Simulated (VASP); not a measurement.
A run of VASP 6.6.1:

Contents of INCAR:

```
SYSTEM = InAg3
PREC = Accurate
ENCUT = 520
EDIFF = 1E-7
ISMEAR = -1
SIGMA = 0.05
LREAL = .FALSE.
LASPH = .TRUE.
NELM = 80
ALGO = Normal
ISIF = 2
LWAVE = .FALSE.
LCHARG = .FALSE.
GGA = PS
NBANDS = 31
```

KPOINTS

```
regular mesh
0
G
  9 9 9
  0 0 0
```

Contents of POSCAR:

```
InAg3
1.0
    4.1854400000      0.0000000000      0.0000000000
    0.0000000000      4.1854400000      0.0000000000
    0.0000000000      0.0000000000      4.1440000000
In Ag
1 3
Direct
    0.0000000000      0.0000000000      0.0000000000
    0.0000000000      0.5000000000      0.5000000000
    0.5000000000      0.0000000000      0.5000000000
    0.5000000000      0.5000000000      0.0000000000
```

Potentials or basis: VASP PAW PBE potentials, release 64 (In_d, Ag).

The run is started by

```sh
$ cat potpaw_PBE.64/In_d/POTCAR potpaw_PBE.64/Ag/POTCAR > POTCAR
$ mpirun -np 1 vasp_std > vasp.out
```

Hardware: 1 thread of Intel Xeon 8259CL, with other jobs on the host.

How long does it take, and how much memory?

Run time: 2.7 min on 1 thread of Intel Xeon 8259CL (shared host), peak memory 0.28 GiB. Counts: scf iterations 13, k points 75.
